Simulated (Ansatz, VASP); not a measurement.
**BaTe in VASP and in Ansatz**

```
Ba Te
1.0
     4.60346    0.00000    0.00000
     0.00000    4.60346    0.00000
     0.00000    0.00000    4.43296
Ba Te
1 1
Cartesian
  0.0000 0.0000 0.0000
  2.3017 2.3017 2.2165
```

Change from the starting cell: strain +0.080 along x and y, +0.040 along z, atoms carried along.

Alike in both runs: task single point; functional PBEsol; k mesh 6 × 6 × 6; occupations gaussian, width 0.05 eV; no spin polarisation.

|  | VASP | Ansatz |
| --- | --- | --- |
| version | VASP 6.6.1 | Ansatz 0.2.0 |
| potentials or method | VASP PAW PBE potentials, release 64 (Ba_sv, Te), cutoff 520 eV | scalar-relativistic, plane waves, PAW |
| valence electrons in the cell | 16 | 26 |

|  | VASP | Ansatz | Ansatz less VASP |
| --- | --- | --- | --- |
| gap on the k mesh at the Fermi level (eV) | 0.73 | 0.79 | +0.060 |
| least direct gap on the mesh (eV) | 0.73 | 0.79 | +0.060 |
| pressure (GPa) | -5.1 | -5.4 | -0.22 |
| traceless stress, the component that is largest in VASP (GPa) | 1.43 | 1.43 | -0.001 |

VASP's potentials were made for PBE, not for PBEsol. VASP's potentials hold 16 valence electrons a cell and Ansatz's 26, so a difference there can come from the potentials and not from the codes.

Spin-orbit coupling is off throughout.
